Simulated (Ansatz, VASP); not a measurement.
# One calculation of Li3Mg3H2, two programs

```
Li Mg H
1.0
     3.03066    1.74975    4.38112
    -3.03066    1.74975    4.38112
     0.00000   -3.49950    4.38112
Li Mg H
3 3 2
Direct
  0.50000 0.50000 0.00000
  0.00000 0.50000 0.50000
  0.50000 0.00000 0.50000
  0.00000 0.00000 0.50000
  0.50000 0.00000 0.00000
  0.00000 0.50000 0.00000
  0.50000 0.50000 0.50000
  0.00000 0.00000 0.00000
```

Alike in both runs: functional PBE; k mesh 6 × 6 × 6; occupations gaussian, width 0.1 eV; no spin polarisation.

Ansatz relaxed the structure, and its values are those at the end. VASP's run is a single point on that final structure, the one shown.

```csv
,VASP,Ansatz
version,VASP 6.6.1,Ansatz 0.2.0
potentials or method,"VASP PAW PBE potentials, release 64 (Li_sv, Mg, H), cutoff 750 eV","scalar-relativistic, plane waves, PAW"
valence electrons in the cell,17,41
```

```tsv
	VASP	Ansatz	Ansatz less VASP
gap on the k mesh at the Fermi level (eV)	none	none	-
pressure (GPa)	0.0	0.1	+0.09
```

A gap of «none» marks a metal or a gap that the smearing closes. VASP's potentials hold 17 valence electrons a cell and Ansatz's 41, so a difference there can come from the potentials and not from the codes.
